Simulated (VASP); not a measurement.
A run of VASP 6.6.1 is set up as follows.

Contents of INCAR:

```
SYSTEM = Nb
PREC = Accurate ; ENCUT = 520
EDIFF = 1E-6 ; ISMEAR = 0
SIGMA = 0.05 ; LREAL = .FALSE.
LASPH = .TRUE. ; NELM = 100
ALGO = Fast ; ISIF = 2
LWAVE = .FALSE. ; LCHARG = .FALSE.
GGA = PE ; NBANDS = 12
```

KPOINTS

```
regular mesh
0
G
  14 14 14
  0 0 0
```

File POSCAR:

```
Nb
1.0
   -1.6557463174      1.6557463174      1.6557463174
    1.6557463174     -1.6557463174      1.6557463174
    1.6557463174      1.6557463174     -1.6557463174
Nb
1
Direct
    0.0000000000      0.0000000000      0.0000000000
```

Potentials or basis: VASP PAW PBE potentials, release 64 (Nb_sv).

Launch:

```bash
$ cat potpaw_PBE.64/Nb_sv/POTCAR > POTCAR
$ mpirun -np 1 vasp_std > vasp.out
```

Question: Predict the pressure.

Answer: -0.3 GPa.

Question: Predict the band gap on the k mesh.

Answer: Zero (an odd number of electrons rules out a gap without spin polarisation).
